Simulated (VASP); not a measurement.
# KBr (Fm-3m) in VASP: further runs, part 2 of 2

VASP 6.6.1. The steps go on from the part before.

**3. Single point, PBEsol**

This run uses another cell than the first one, of 35.22 Å³/atom, 0.980 times its volume.

The input, INCAR:

```
PREC = Accurate ; ENCUT = 520
EDIFF = 1E-6 ; ISMEAR = -1
SIGMA = 0.05 ; LREAL = False
LASPH = True ; NELM = 100
ALGO = Normal ; ISIF = 2
LWAVE = False ; LCHARG = True
GGA = PS ; LELF = True
LVHAR = True ; NBANDS = 15
```

The input, KPOINTS:

```
regular mesh
0
Gamma
  7 7 7
```

The input, POSCAR:

```
KBr
1.0
    0.0000000000      3.2778516817      3.2778516817
    3.2778516817      0.0000000000      3.2778516817
    3.2778516817      3.2778516817      0.0000000000
Br K
1 1
Direct
    0.5000000000      0.5000000000      0.5000000000
    0.0000000000      0.0000000000      0.0000000000
```

Potentials or basis: VASP PAW PBE potentials, release 64 (Br, K_sv).

The run is started by

```sh
$ cat potpaw_PBE.64/Br/POTCAR potpaw_PBE.64/K_sv/POTCAR > POTCAR
$ mpirun -np 1 vasp_std > vasp.out
```

OUTCAR:

```text
PREC = Accurate
   ENCUT = 520
   EDIFF = 1E-6
   ISMEAR = -1
   LREAL = False
   LASPH = True
   NELM = 100
   ISIF = 2
   GGA = PS

 ion  position               nearest neighbor table
   1  0.500  0.500  0.500-   2 3.28   2 3.28   2 3.28   2 3.28   2 3.28   2 3.28
   2  0.000  0.000  0.000-   1 3.28   1 3.28   1 3.28   1 3.28   1 3.28   1 3.28

  LATTYP: Found a face centered cubic cell.
 ALAT       =     6.5557033634

  Lattice vectors:

 A1 = (   0.0000000000,   3.2778516817,   3.2778516817)
 A2 = (   3.2778516817,   0.0000000000,   3.2778516817)
 A3 = (   3.2778516817,   3.2778516817,   0.0000000000)

Analysis of symmetry for initial positions (statically):
=====================================================================
 Subroutine PRICEL returns:
 Original cell was already a primitive cell.

 Routine SETGRP: Setting up the symmetry group for a
 face centered cubic supercell.

 Subroutine GETGRP returns: Found 48 space group operations
 (whereof 48 operations were pure point group operations)
 out of a pool of 48 trial point group operations.

The static configuration has the point symmetry O_h .

Analysis of symmetry for dynamics (positions and initial velocities):
=====================================================================
 Subroutine PRICEL returns:
 Original cell was already a primitive cell.

 Routine SETGRP: Setting up the symmetry group for a
 face centered cubic supercell.

 Subroutine GETGRP returns: Found 48 space group operations
 (whereof 48 operations were pure point group operations)
 out of a pool of 48 trial point group operations.

The dynamic configuration has the point symmetry O_h .

 Subroutine INISYM returns: Found 48 space group operations
 (whereof 48 operations are pure point group operations),
 and found     1 'primitive' translations

----------------------------------------------------------------------------------------

                                     Primitive cell

  volume of cell :      70.4365

  direct lattice vectors                    reciprocal lattice vectors
     0.000000000  3.277851682  3.277851682    -0.152538934  0.152538934  0.152538934
     3.277851682  0.000000000  3.277851682     0.152538934 -0.152538934  0.152538934
     3.277851682  3.277851682  0.000000000     0.152538934  0.152538934 -0.152538934

  length of vectors
     4.635582304  4.635582304  4.635582304     0.264205183  0.264205183  0.264205183

  position of ions in fractional coordinates (direct lattice)
     0.500000000  0.500000000  0.500000000
     0.000000000  0.000000000  0.000000000

  ion indices of the primitive-cell ions
   primitive index   ion index
                 1           1
                 2           2

----------------------------------------------------------------------------------------

 KPOINTS: regular mesh

Automatic generation of k-mesh.
 Grid dimensions read from file:
 generate k-points for:    7    7    7

 Generating k-lattice:

  Cartesian coordinates                     Fractional coordinates (reciprocal lattice)
    -0.021791276  0.021791276  0.021791276     0.142857143  0.000000000  0.000000000
     0.021791276 -0.021791276  0.021791276     0.000000000  0.142857143  0.000000000
     0.021791276  0.021791276 -0.021791276     0.000000000  0.000000000  0.142857143

  Length of vectors
     0.037743598  0.037743598  0.037743598

  Shift w.r.t. Gamma in fractional coordinates (k-lattice)
     0.000000000  0.000000000  0.000000000

 Subroutine IBZKPT returns following result:
 ===========================================

 Found     20 irreducible k-points:

 Following reciprocal coordinates:
            Coordinates               Weight
  0.000000  0.000000  0.000000      1.000000
  0.142857  0.000000  0.000000      8.000000
  0.285714  0.000000  0.000000      8.000000
  0.428571  0.000000  0.000000      8.000000
  0.142857  0.142857  0.000000      6.000000
  0.285714  0.142857  0.000000     24.000000
[... 12 lines left out ...]
 -0.428571  0.428571  0.142857     24.000000
 -0.285714  0.428571  0.142857     24.000000
   k-points           NKPTS =     20   k-points in BZ     NKDIM =     20   number of bands    NBANDS=     15
   number of dos      NEDOS =    301   number of ions     NIONS =      2
   total plane-waves  NPLWV =  46656
   dimension x,y,z NGX =    36 NGY =   36 NGZ =   36
   dimension x,y,z NGXF=    72 NGYF=   72 NGZF=   72
   ions per type =               1   1
   NGX,Y,Z   is equivalent  to a cutoff of  12.91, 12.91, 12.91 a.u.
   NGXF,Y,Z  is equivalent  to a cutoff of  25.82, 25.82, 25.82 a.u.
 SYSTEM =  unknown system
   PREC   = accura    normal or accurate (medium, high low for compatibility)
   ISTART =      0    job   : 0-new  1-cont  2-samecut
   ICHARG =      2    charge: 1-file 2-atom 10-const
   ISPIN  =      1    spin polarized calculation?
   LNONCOLLINEAR =      F non collinear calculations
   LSORBIT =      F    spin-orbit coupling
   LASPH  =      T    aspherical Exc in radial PAW
   ENCUT  =  520.0 eV  38.22 Ry    6.18 a.u.   8.62  8.62  8.62*2*pi/ulx,y,z
   NELM   =    100;   NELMIN=  2; NELMDL= -5     # of ELM steps
   EDIFF  = 0.1E-05   stopping-criterion for ELM
   LREAL  =      F    real-space projection
   EDIFFG = 0.1E-04   stopping-criterion for IOM
   NSW    =      0    number of steps for IOM
   IBRION =     -1    ionic relax: 0-MD 1-quasi-New 2-CG
   NFREE  =      0    steps in history (QN), initial steepest desc. (CG)
   ISIF   =      2    stress and relaxation
   ISYM   =      2    0-nonsym 1-usesym 2-fastsym
   POTIM  = 0.5000    time-step for ionic-motion
   TEBEG  =    0.0;   TEEND  =   0.0 temperature during run
   PSTRESS=    0.0 pullay stress
   NELECT =      16.0000    total number of electrons
   NUPDOWN=      -1.0000    fix difference up-down
   EMIN   =  10.00;   EMAX   =-10.00  energy-range for DOS
   EFERMI =   0.00;   METHOD = LEGACY
   ISMEAR =    -1;   SIGMA  =   0.05  broadening in eV -4-tet -1-fermi 0-gaus
   EFERMI_NEDOS =   21; number of points for ismear=-14 and -15
   IALGO  =     38    algorithm
   IMIX   =      4    mixing-type and parameters
     AMIX     =   0.40;   BMIX     =  1.00
     AMIX_MAG =   1.60;   BMIX_MAG =  1.00
  volume/ion in A,a.u.               =      35.22       237.66
  Fermi-wavevector in a.u.,A,eV,Ry     =   0.998885  1.887619 13.575504  0.997771
  Thomas-Fermi vector in A             =   2.131138
   LORBIT       =      0    0 simple, 1 ext, 2 COOP (PROOUT), +10 PAW based schemes
   GGA     = PS    functional components
   LHFCALC =     F    Hartree Fock is set to
   AEXX    =    0.0000 exact exchange contribution
   IVDW    =     0    specifies the selected vdW correction
   LEPSILON=     F    determine dielectric tensor
   LRPA    =     F    only Hartree local field effects (RPA)
 non-spin polarized calculation
  energy-cutoff  :      520.00
  volume of cell :       70.44
 maximum number of plane-waves:      1917
   NGX = 17   NGY = 17   NGZ = 17

 number of electron      15.9999999 magnetization

 Free energy of the ion-electron system (eV)
  ---------------------------------------------------
  ext. energy  EPLUGINS =         0.00000000
  ---------------------------------------------------
  free energy    TOTEN  =        -6.45992379 eV

  energy without entropy =       -6.45992379  energy(sigma->0) =       -6.45992379

 E-fermi :  -0.6882     XC(G=0):  -7.6306

 val. band max:       -1.7463807744   @ k =   0.0000   0.0000   0.0000
 cond. band min:       2.5820058148   @ k =   0.0000   0.0000   0.0000
 fundamental gap:      4.3283865892
 Fermi energy:        -0.6882151260

 k-point     1 :       0.0000    0.0000    0.0000
  band No.  band energies     occupation
      1     -29.3161      2.00000
      2     -14.0783      2.00000
      3     -12.8607      2.00000
      4     -12.8607      2.00000
      5     -12.8607      2.00000
      6      -1.7464      2.00000
      7      -1.7464      2.00000
      8      -1.7464      2.00000
      9       2.5820      0.00000
     10       5.7827      0.00000
     11       5.7827      0.00000
     12       5.7827      0.00000
     13       6.6349      0.00000
     14       6.6349      0.00000
[... 329 lines left out ...]
      2     -14.0810      2.00000
      3     -12.9366      2.00000
      4     -12.9098      2.00000
      5     -12.7646      2.00000
      6      -2.4607      2.00000
      7      -2.4055      2.00000
      8      -2.1898      2.00000
      9       5.2031      0.00000
     10       5.9565      0.00000
     11       6.5768      0.00000
     12       7.2986      0.00000
     13       8.7473      0.00000
     14       8.7784      0.00000
     15       9.5944      0.00000

------------------------ aborting loop because EDIFF is reached ----------------------------------------

  FORCE on cell =-STRESS in cart. coord.  units (eV):
  Direction    XX          YY          ZZ          XY          YZ          ZX
  --------------------------------------------------------------------------------------
  -------------------------------------------------------------------------------------
  Total        0.0076560      0.0076560      0.0076560      0.0000000      0.0000000      0.0000000
  in kB        0.1741466      0.1741466      0.1741466      0.0000000      0.0000000      0.0000000
  external PRESSURE =       0.1741466 kB  Pullay stress =       0.0000000 kB

 VOLUME and BASIS-vectors are now :
 -----------------------------------------------------------------------------
  energy-cutoff  :      520.00
  volume of cell :       70.44
      direct lattice vectors                 reciprocal lattice vectors
     0.000000000  3.277851682  3.277851682    -0.152538934  0.152538934  0.152538934
     3.277851682  0.000000000  3.277851682     0.152538934 -0.152538934  0.152538934
     3.277851682  3.277851682  0.000000000     0.152538934  0.152538934 -0.152538934

 POSITION                                       TOTAL-FORCE (eV/Angst)
 -----------------------------------------------------------------------------------
      3.27785      3.27785      3.27785         0.000000     -0.000000     -0.000000
      0.00000      0.00000      0.00000        -0.000000      0.000000      0.000000
 -----------------------------------------------------------------------------------
    total drift:                                0.000000      0.000000      0.000000

  FREE ENERGIE OF THE ION-ELECTRON SYSTEM (eV)
  ---------------------------------------------------
  free  energy   TOTEN  =        -6.4599237855 eV

  energy  without entropy=       -6.4599237854  energy(sigma->0) =       -6.45992379
```

OSZICAR:

```text
N       E                     dE             d eps       ncg     rms          rms(c)
DAV:   1     0.944840801231E+02    0.94484E+02   -0.66948E+03   600   0.933E+02
DAV:   2    -0.583033121010E+00   -0.95067E+02   -0.88200E+02   768   0.226E+02
DAV:   3    -0.640120840055E+01   -0.58182E+01   -0.57851E+01   817   0.487E+01
DAV:   4    -0.662024770784E+01   -0.21904E+00   -0.21899E+00   889   0.837E+00
DAV:   5    -0.662186368584E+01   -0.16160E-02   -0.16160E-02   831   0.817E-01    0.316E+00
DAV:   6    -0.646460376637E+01    0.15726E+00   -0.19327E-01   761   0.224E+00    0.234E+00
DAV:   7    -0.645228883309E+01    0.12315E-01   -0.88873E-02   782   0.165E+00    0.112E+00
DAV:   8    -0.645920561385E+01   -0.69168E-02   -0.10218E-02   715   0.755E-01    0.145E-01
DAV:   9    -0.645955681252E+01   -0.35120E-03   -0.37098E-04   789   0.116E-01    0.772E-02
DAV:  10    -0.645991759184E+01   -0.36078E-03   -0.40280E-04   656   0.110E-01    0.219E-02
DAV:  11    -0.645992141603E+01   -0.38242E-05   -0.15172E-05   890   0.209E-02    0.545E-03
DAV:  12    -0.645992375925E+01   -0.23432E-05   -0.30190E-06   648   0.114E-02    0.705E-03
DAV:  13    -0.645992378550E+01   -0.26252E-07   -0.42579E-07   552   0.350E-03
   1 F= -.64599238E+01 E0= -.64599238E+01  d E =-.561540E-10
```

It took 63 s on 1 thread of AMD EPYC 7R13, shared host; peak memory 0.18 GiB.

Results:

- Free energy: -6.4599 eV
- Pressure: 0.0 GPa
- Band gap on the k mesh: 4.33 eV, direct

Caveat: the PAW data sets were made with another functional, which shifts forces and pressure a little.

**4. Single point, PBEsol**

This run uses another cell than the first one, of 37.37 Å³/atom, 1.040 times its volume.

The input, INCAR:

```
ALGO = Normal ; EDIFF = 1E-7
ENCUT = 520 ; GGA = PS
ISIF = 2 ; ISMEAR = -1
LASPH = True ; LCHARG = True
LELF = True ; LREAL = False
LVHAR = True ; LWAVE = False
NBANDS = 15 ; NELM = 60
PREC = Accurate ; SIGMA = 0.05
```

The input, KPOINTS:

```
k-points
0
Gamma
  7 7 7
```

The input, POSCAR:

```
KBr
1.0
    0.0000000000      3.3434260326      3.3434260326
    3.3434260326      0.0000000000      3.3434260326
    3.3434260326      3.3434260326      0.0000000000
Br K
1 1
Direct
    0.5000000000      0.5000000000      0.5000000000
    0.0000000000      0.0000000000      0.0000000000
```

The run is started by

```sh
$ cat potpaw_PBE.64/Br/POTCAR potpaw_PBE.64/K_sv/POTCAR > POTCAR
$ mpirun -np 1 vasp_std > vasp.out
```

It took 72 s on 1 thread of AMD EPYC 7R13, shared host; peak memory 0.18 GiB.

Results (log left out):

```yaml
Free_energy: -6.4493 eV
Pressure: -0.8 GPa
Band_gap_on_the_k_mesh: 4.19 eV, direct
```

Levels at points of the mesh, in eV from the valence-band top:
```
           k point  band 6  band 7  band 8  band 9  band 10  band 11
(0.00, 0.00, 0.00)    0.00    0.00    0.00    4.19     7.52     7.52
```

Caveat: the PAW data sets were made with another functional, which shifts forces and pressure a little. A k mesh can miss the band edges.

**5. Single point, RPBE+D3(BJ)**

This run uses another cell than the first one, of 27.22 Å³/atom, 0.757 times its volume.

The input, INCAR:

```
SYSTEM = KBr
PREC = Accurate ; ENCUT = 520
EDIFF = 1E-7 ; ISMEAR = -1
SIGMA = 0.05 ; LREAL = .FALSE.
LASPH = .TRUE. ; NELM = 100
ALGO = Normal ; ISIF = 2
LWAVE = .FALSE. ; LCHARG = .TRUE.
GGA = RP ; IVDW = 12
LELF = .TRUE. ; LVHAR = .TRUE.
NBANDS = 15
```

The input, KPOINTS:

```
Automatic mesh
0
G
  7 7 7
  0 0 0
```

The input, POSCAR:

```
KBr
1.0
    0.0000000000      3.0081162799      3.0081162799
    3.0081162799      0.0000000000      3.0081162799
    3.0081162799      3.0081162799      0.0000000000
Br K
1 1
Direct
    0.5000000000      0.5000000000      0.5000000000
    0.0000000000      0.0000000000      0.0000000000
```

The run is started by

```sh
$ cat potpaw_PBE.64/Br/POTCAR potpaw_PBE.64/K_sv/POTCAR > POTCAR
$ mpirun -np 1 vasp_std > vasp.out
```

Run time: 15 s. Hardware: 1 thread of Intel Xeon Platinum 8488C (Sapphire Rapids), shared host; peak memory 0.18 GiB.

The run converged. Its results:

```yaml
Free_energy: -7.9780 eV
Pressure: 0.2 GPa
Band_gap_on_the_k_mesh: 5.66 eV, indirect (the least direct gap lies 4.1 meV higher)
Dispersion_energy_per_atom: -1.388 eV
```

Levels at points of the mesh, in eV from the valence-band top:
```
           k point  band 5  band 6  band 7  band 8  band 9  band 10  band 11  band 12
(0.00, 0.00, 0.00)  -10.87    0.00    0.00    0.00    5.66     7.67     7.67     7.67
```

Caveat: the PAW data sets were made with another functional, which shifts forces and pressure a little. RPBE gaps usually lie below the measured ones, often by a third to a half.

**6. The runs side by side**

| level | cell | smearing | gap on the mesh (eV) | pressure (GPa) |
| --- | --- | --- | --- | --- |
| PBE | a = 4.667 Å, angles 60.0°, 2 atoms | gaussian 0.024 eV | 4.43 | 0.8 |
| PBEsol | a = 4.636 Å, angles 60.0°, 2 atoms | fermi-dirac 0.05 eV | 4.33 | 0.0 |
| PBEsol | a = 4.728 Å, angles 60.0°, 2 atoms | fermi-dirac 0.05 eV | 4.19 | -0.8 |
| RPBE+D3(BJ) | a = 4.254 Å, angles 60.0°, 2 atoms | fermi-dirac 0.05 eV | 5.66 | 0.2 |

Alike in all rows: task single point; potentials or basis VASP PAW PBE potentials, release 64 (Br, K_sv); no spin polarisation; k mesh 7 × 7 × 7; cutoff (eV) 520.

Caveats: the PAW data sets were made with another functional, which shifts forces and pressure a little (some runs).

Total energies depend on the potentials used, so only differences within one code and one set of settings carry meaning.
